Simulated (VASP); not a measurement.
# Mo in VASP: notebook

Mo is run at these levels: LDA; tasks: single point.

Everything below comes from runs of VASP 6.6.1. Logs are shortened: lines on timing, memory, paths and dates and some standing lists are left out, and cuts for length are marked.

**1. The cell of the first run**

It takes space group I4/mmm (No. 139, tetragonal). Conventional cell: a = 2.807 Å, b = 2.807 Å, c = 4.090 Å, α = 90.00°, β = 90.00°, γ = 90.00°. Mo (site symmetry 4/mmm) has 12 Mo at 2.81 to 2.85 Å within 3.7 Å.

**2. Single point, LDA (strain -0.015 along x and y, +0.015 along z)**

File INCAR:

```
SYSTEM = Mo
PREC = Accurate
ENCUT = 520
EDIFF = 1E-7
ISMEAR = 0
SIGMA = 0.15
LREAL = .False.
LASPH = .True.
NELM = 100
ALGO = Normal
ISIF = 2
LWAVE = .False.
LCHARG = .False.
NBANDS = 13
```

File KPOINTS:

```
regular mesh
0
Gamma
  20 20 20
  0 0 0
```

File POSCAR:

```
Mo
1.0
    0.0000000000      1.9847750000      2.0452250000
    1.9847750000      0.0000000000      2.0452250000
    1.9847750000      1.9847750000      0.0000000000
Mo
1
Direct
    0.0000000000      0.0000000000      0.0000000000
```

Potentials or basis: VASP PAW LDA potentials, release 64 (Mo_sv).

On the command line:

```bash
$ cat potpaw_LDA.64/Mo_sv/POTCAR > POTCAR
$ mpirun -np 1 vasp_std > vasp.out
```

OUTCAR:

```text
SYSTEM = Mo
   PREC = Accurate
   ENCUT = 520
   EDIFF = 1E-7
   ISMEAR = 0
   LREAL = .False.
   LASPH = .True.
   NELM = 100
   ISIF = 2

 ion  position               nearest neighbor table
   1  0.000  0.000  0.000-

  LATTYP: Found a body centered tetragonal cell.
 ALAT       =     2.8068957233
 C/A-ratio  =     1.4572860567

  Lattice vectors:

 A1 = (  -1.9847750000,   0.0000000000,   2.0452250000)
 A2 = (   1.9847750000,   0.0000000000,   2.0452250000)
 A3 = (   0.0000000000,   1.9847750000,  -2.0452250000)

Analysis of symmetry for initial positions (statically):
=====================================================================
 Subroutine PRICEL returns:
 Original cell was already a primitive cell.

 Routine SETGRP: Setting up the symmetry group for a
 body centered tetragonal supercell.

 Subroutine GETGRP returns: Found 16 space group operations
 (whereof 16 operations were pure point group operations)
 out of a pool of 16 trial point group operations.

The static configuration has the point symmetry D_4h.

Analysis of symmetry for dynamics (positions and initial velocities):
=====================================================================
 Subroutine PRICEL returns:
 Original cell was already a primitive cell.

 Routine SETGRP: Setting up the symmetry group for a
 body centered tetragonal supercell.

 Subroutine GETGRP returns: Found 16 space group operations
 (whereof 16 operations were pure point group operations)
 out of a pool of 16 trial point group operations.

The dynamic configuration has the point symmetry D_4h.

 Subroutine INISYM returns: Found 16 space group operations
 (whereof 16 operations are pure point group operations),
 and found     1 'primitive' translations

----------------------------------------------------------------------------------------

                                     Primitive cell

  volume of cell :      16.1136

  direct lattice vectors                    reciprocal lattice vectors
     0.000000000  1.984775000  2.045225000    -0.251917724  0.251917724  0.244471880
     1.984775000  0.000000000  2.045225000     0.251917724 -0.251917724  0.244471880
     1.984775000  1.984775000  0.000000000     0.251917724  0.251917724 -0.244471880

  length of vectors
     2.849960895  2.849960895  2.806895723     0.432078209  0.432078209  0.432078209

  position of ions in fractional coordinates (direct lattice)
     0.000000000  0.000000000  0.000000000

  ion indices of the primitive-cell ions
   primitive index   ion index
                 1           1

----------------------------------------------------------------------------------------

 KPOINTS: regular mesh

Automatic generation of k-mesh.
 Grid dimensions read from file:
 generate k-points for:   20   20   20

 Generating k-lattice:

  Cartesian coordinates                     Fractional coordinates (reciprocal lattice)
    -0.012595886  0.012595886  0.012223594     0.050000000  0.000000000  0.000000000
     0.012595886 -0.012595886  0.012223594     0.000000000  0.050000000  0.000000000
     0.012595886  0.012595886 -0.012223594     0.000000000  0.000000000  0.050000000

  Length of vectors
     0.021603910  0.021603910  0.021603910

  Shift w.r.t. Gamma in fractional coordinates (k-lattice)
     0.000000000  0.000000000  0.000000000

 Subroutine IBZKPT returns following result:
 ===========================================

 Found    641 irreducible k-points:

 Following reciprocal coordinates:
            Coordinates               Weight
  0.000000  0.000000  0.000000      1.000000
  0.050000  0.000000  0.000000      8.000000
  0.100000  0.000000  0.000000      8.000000
  0.150000  0.000000  0.000000      8.000000
  0.200000  0.000000  0.000000      8.000000
  0.250000  0.000000  0.000000      8.000000
[... 16 lines left out ...]
 -0.400000  0.050000  0.000000      8.000000
 -0.350000  0.050000  0.000000      8.000000
 [... further k-points ...]
   k-points           NKPTS =    641   k-points in BZ     NKDIM =    641   number of bands    NBANDS=     13
   number of dos      NEDOS =    301   number of ions     NIONS =      1
   total plane-waves  NPLWV =  13824
   dimension x,y,z NGX =    24 NGY =   24 NGZ =   24
   dimension x,y,z NGXF=    48 NGYF=   48 NGZF=   48
   ions per type =               1
   NGX,Y,Z   is equivalent  to a cutoff of  14.00, 14.00, 14.21 a.u.
   NGXF,Y,Z  is equivalent  to a cutoff of  28.00, 28.00, 28.43 a.u.
 SYSTEM =  Mo
   PREC   = accura    normal or accurate (medium, high low for compatibility)
   ISTART =      0    job   : 0-new  1-cont  2-samecut
   ICHARG =      2    charge: 1-file 2-atom 10-const
   ISPIN  =      1    spin polarized calculation?
   LNONCOLLINEAR =      F non collinear calculations
   LSORBIT =      F    spin-orbit coupling
   LASPH  =      T    aspherical Exc in radial PAW
   ENCUT  =  520.0 eV  38.22 Ry    6.18 a.u.   5.30  5.30  5.22*2*pi/ulx,y,z
   NELM   =    100;   NELMIN=  2; NELMDL= -5     # of ELM steps
   EDIFF  = 0.1E-06   stopping-criterion for ELM
   LREAL  =      F    real-space projection
   EDIFFG = 0.1E-05   stopping-criterion for IOM
   NSW    =      0    number of steps for IOM
   IBRION =     -1    ionic relax: 0-MD 1-quasi-New 2-CG
   NFREE  =      0    steps in history (QN), initial steepest desc. (CG)
   ISIF   =      2    stress and relaxation
   ISYM   =      2    0-nonsym 1-usesym 2-fastsym
   POTIM  = 0.5000    time-step for ionic-motion
   TEBEG  =    0.0;   TEEND  =   0.0 temperature during run
   PSTRESS=    0.0 pullay stress
   NELECT =      14.0000    total number of electrons
   NUPDOWN=      -1.0000    fix difference up-down
   EMIN   =  10.00;   EMAX   =-10.00  energy-range for DOS
   EFERMI =   0.00;   METHOD = LEGACY
   ISMEAR =     0;   SIGMA  =   0.15  broadening in eV -4-tet -1-fermi 0-gaus
   EFERMI_NEDOS =   21; number of points for ismear=-14 and -15
   IALGO  =     38    algorithm
   IMIX   =      4    mixing-type and parameters
     AMIX     =   0.40;   BMIX     =  1.00
     AMIX_MAG =   1.60;   BMIX_MAG =  1.00
  volume/ion in A,a.u.               =      16.11       108.74
  Fermi-wavevector in a.u.,A,eV,Ry     =   1.562139  2.952014 33.201994  2.440278
  Thomas-Fermi vector in A             =   2.665101
   LORBIT       =      0    0 simple, 1 ext, 2 COOP (PROOUT), +10 PAW based schemes
   GGA     = CA    functional components
   LHFCALC =     F    Hartree Fock is set to
   AEXX    =    0.0000 exact exchange contribution
   IVDW    =     0    specifies the selected vdW correction
   LEPSILON=     F    determine dielectric tensor
   LRPA    =     F    only Hartree local field effects (RPA)
 non-spin polarized calculation
 Gauss-broadening in eV      SIGMA  =   0.15
  energy-cutoff  :      520.00
  volume of cell :       16.11
 maximum number of plane-waves:       452
 NGX is ok and might be reduce to    24
   NGX = 11   NGY = 11   NGZ = 11

 number of electron      14.0000001 magnetization

 Free energy of the ion-electron system (eV)
  ---------------------------------------------------
  ext. energy  EPLUGINS =         0.00000000
  ---------------------------------------------------
  free energy    TOTEN  =       -11.68074031 eV

  energy without entropy =      -11.66584028  energy(sigma->0) =      -11.67329029

 E-fermi :  11.5721     XC(G=0): -13.4184

 val. band max:       11.5696952573   @ k =   0.5000   0.1500   0.0000
 cond. band min:      11.5812701553   @ k =   0.3500   0.0500   0.1500
 fundamental gap:      0.0115748981
 Fermi energy:        11.5721366061

 k-point     1 :       0.0000    0.0000    0.0000
  band No.  band energies     occupation
      1     -48.8079      2.00000
      2     -22.3534      2.00000
      3     -22.3271      2.00000
      4     -22.3271      2.00000
      5       4.8514      2.00000
      6      10.6130      2.00000
      7      10.9742      2.00000
      8      10.9742      2.00000
      9      13.2223      0.00000
     10      13.7273      0.00000
     11      24.6930      0.00000
     12      29.2089      0.00000
     13      30.1631      0.00000

 k-point     2 :       0.0500    0.0000    0.0000
  band No.  band energies     occupation
      1     -48.8025      2.00000
      2     -22.3749      2.00000
      3     -22.3444      2.00000
      4     -22.3307      2.00000
      5       4.9538      2.00000
      6      10.6187      2.00000
      7      10.9446      2.00000
      8      11.0212      2.00000
      9      13.1903      0.00000
     10      13.6835      0.00000
     11      24.8900      0.00000
     12      29.1227      0.00000
     13      29.9715      0.00000

 k-point     3 :       0.1000    0.0000    0.0000
  band No.  band energies     occupation
      1     -48.7868      2.00000
      2     -22.4681      2.00000
      3     -22.3631      2.00000
      4     -22.3410      2.00000
      5       5.2496      2.00000
      6      10.5440      2.00000
      7      10.9568      2.00000
      8      11.1491      1.99993
      9      13.1195      0.00000
     10      13.5739      0.00000
     11      25.4371      0.00000
     12      28.3839      0.00000
     13      30.2625      0.00000
[... 305 lines left out ...]
 k-point    23 :      -0.4000    0.0500    0.0000
  band No.  band energies     occupation
      1     -48.5946      2.00000
      2     -23.5490      2.00000
      3     -22.5585      2.00000
      4     -22.4573      2.00000
      5       7.1133      2.00000
      6      10.4942      2.00000
      7      10.9906      2.00000
      8      12.2328      0.00000
      9      14.9270      0.00000
     10      15.7727      0.00000
     11      23.0239      0.00000
     12      25.2419      0.00000
     13      30.6302      0.00000

 k-point    24 :      -0.3500    0.0500    0.0000
  band No.  band energies     occupation
      1     -48.6166      2.00000
      2     -23.4314      2.00000
      3     -22.5429      2.00000
      4     -22.4388      2.00000
      5       7.1590      2.00000
      6      10.6450      2.00000
      7      11.1172      1.99998
      8      11.4710      1.65957
      9      14.4243      0.00000
     10      15.2972      0.00000
     11      23.5933      0.00000
     12      26.2694      0.00000
     13      31.5066      0.00000

 [... further k-points ...]
[... 5 lines left out ...]
  --------------------------------------------------------------------------------------
  -------------------------------------------------------------------------------------
  Total       -1.4049180     -1.4049180     -0.8994160      0.0000000     -0.0000000      0.0000000
  in kB     -139.6908354   -139.6908354    -89.4288250      0.0000000     -0.0000000      0.0000000
  external PRESSURE =    -122.9368319 kB  Pullay stress =       0.0000000 kB

 VOLUME and BASIS-vectors are now :
 -----------------------------------------------------------------------------
  energy-cutoff  :      520.00
  volume of cell :       16.11
      direct lattice vectors                 reciprocal lattice vectors
     0.000000000  1.984775000  2.045225000    -0.251917724  0.251917724  0.244471880
     1.984775000  0.000000000  2.045225000     0.251917724 -0.251917724  0.244471880
     1.984775000  1.984775000  0.000000000     0.251917724  0.251917724 -0.244471880

 POSITION                                       TOTAL-FORCE (eV/Angst)
 -----------------------------------------------------------------------------------
      0.00000      0.00000      0.00000         0.000000      0.000000      0.000000
 -----------------------------------------------------------------------------------
    total drift:                               -0.000000      0.000000     -0.000000

  FREE ENERGIE OF THE ION-ELECTRON SYSTEM (eV)
  ---------------------------------------------------
  free  energy   TOTEN  =       -11.6807403070 eV

  energy  without entropy=      -11.6658402768  energy(sigma->0) =      -11.67329029
```

Wall time 60 s (1 thread of Intel Xeon 6975P-C, shared host); peak memory 0.23 GiB.

What came out:

```
Free energy            : -11.6807 eV
Pressure               : -12.3 GPa
Band gap on the k mesh : zero (band 7 reaches 15.47 eV, above the bottom of band 8 at 10.97 eV)
```

Caveat: the cell differs from its parent crystal (strain -0.015 along x and y, +0.015 along z).

**3. Single point, LDA (strain -0.015 along x and y, +0.030 along z)**

File INCAR:

```
  ALGO = Normal
  EDIFF = 1E-6
  ENCUT = 520
  GGA = CA
  ISIF = 2
  ISMEAR = 0
  LASPH = True
  LCHARG = False
  LREAL = False
  LWAVE = False
  NBANDS = 13
  NELM = 60
  PREC = Accurate
  SIGMA = 0.15
```

File KPOINTS:

```
k-points
0
Gamma
  20 20 20
```

File POSCAR:

```
Mo
1.0
    0.0000000000      1.9847750000      2.0754500000
    1.9847750000      0.0000000000      2.0754500000
    1.9847750000      1.9847750000      0.0000000000
Mo
1
Direct
    0.0000000000      0.0000000000      0.0000000000
```

Potentials or basis: VASP PAW LDA potentials, release 64 (Mo_sv).

On the command line:

```bash
$ cat potpaw_LDA.64/Mo_sv/POTCAR > POTCAR
$ mpirun -np 1 vasp_std > vasp.out
```

Run time: 75 s. Hardware: 1 thread of Intel Xeon 6975P-C, shared host; peak memory 0.24 GiB.

Results (log left out):

```yaml
Free_energy: -11.6661 eV
Pressure: -15.4 GPa
Band_gap_on_the_k_mesh: zero (band 7 reaches 15.14 eV, above the bottom of band 8 at 10.83 eV)
```

Stress tensor (GPa, compression positive):
```
-17.57   0.00   0.00
  0.00 -17.57   0.00
  0.00   0.00 -10.95
```

Levels at points of the mesh, in eV from the Fermi level:
| k point | band 4 | band 5 | band 6 | band 7 | band 8 | band 9 | band 10 | band 11 |
| --- | --- | --- | --- | --- | --- | --- | --- | --- |
| (0.00, 0.00, 0.00) | -33.96 | -6.70 | -1.07 | -0.54 | -0.54 | 1.46 | 2.21 | 13.11 |
| (0.50, 0.00, 0.00) | -34.08 | -4.55 | -1.19 | -0.63 | 1.51 | 3.73 | 4.03 | 10.76 |
| (0.50, 0.50, 0.00) | -34.34 | -4.84 | -4.13 | 3.34 | 3.87 | 4.43 | 4.43 | 12.68 |
| (0.50, 0.00, 0.50) | -34.41 | -4.88 | -4.21 | 3.77 | 4.18 | 4.20 | 4.77 | 11.70 |

Caveat: the cell differs from its parent crystal (strain -0.015 along x and y, +0.030 along z).

**4. Single point, LDA (strain -0.030 along x and y, -0.030 along z)**

File INCAR:

```
SYSTEM = Mo
ALGO = Normal
EDIFF = 1E-6
ENCUT = 520
GGA = CA
ISIF = 2
ISMEAR = 0
LASPH = .True.
LCHARG = .False.
LREAL = .False.
LWAVE = .False.
NBANDS = 13
NELM = 60
PREC = Accurate
SIGMA = 0.15
```

File KPOINTS:

```
k-points
0
Gamma
  20 20 20
  0 0 0
```

File POSCAR:

```
Mo
1.0
    0.0000000000      1.9545500000      1.9545500000
    1.9545500000      0.0000000000      1.9545500000
    1.9545500000      1.9545500000      0.0000000000
Mo
1
Direct
    0.0000000000      0.0000000000      0.0000000000
```

On the command line:

```bash
$ cat potpaw_LDA.64/Mo_sv/POTCAR > POTCAR
$ mpirun -np 1 vasp_std > vasp.out
```

Wall time 18 s (1 thread of Intel Xeon 6975P-C (Granite Rapids), shared host); peak memory 0.16 GiB.

It converged, with:

```yaml
Free_energy: -11.6987 eV
Pressure: 7.0 GPa
Band_gap_on_the_k_mesh: zero (band 7 reaches 17.16 eV, above the bottom of band 8 at 11.94 eV)
```

Levels at points of the mesh, in eV from the Fermi level:
| k point | band 4 | band 5 | band 6 | band 7 | band 8 | band 9 | band 10 | band 11 |
| --- | --- | --- | --- | --- | --- | --- | --- | --- |
| (0.00, 0.00, 0.00) | -33.69 | -6.92 | -0.83 | -0.83 | -0.83 | 2.12 | 2.12 | 13.14 |
| (0.50, 0.00, 0.00) | -33.90 | -4.96 | -1.06 | -1.06 | 1.88 | 4.44 | 4.44 | 12.17 |
| (0.50, 0.50, 0.00) | -34.28 | -5.46 | -4.73 | 4.38 | 4.51 | 5.12 | 5.12 | 13.03 |

Caveat: the cell differs from its parent crystal (strain -0.030 along x and y, -0.030 along z).

**5. The runs side by side**

```tsv
cell	gap on the mesh (eV)	pressure (GPa)
a = 2.850, b = 2.850, c = 2.807 Å, angles 60.5, 60.5, 59.0°, 1 atom	none	-12.3
a = 2.872, b = 2.872, c = 2.807 Å, angles 60.7, 60.7, 58.5°, 1 atom	none	-15.4
a = 2.764 Å, angles 60.0°, 1 atom	none	7.0
```

Alike in all rows: task single point; level LDA; potentials or basis VASP PAW LDA potentials, release 64 (Mo_sv); no spin polarisation; k mesh 20 × 20 × 20; cutoff (eV) 520; smearing gaussian 0.15 eV.

Total energies depend on the potentials used, so only differences within one code and one set of settings carry meaning.
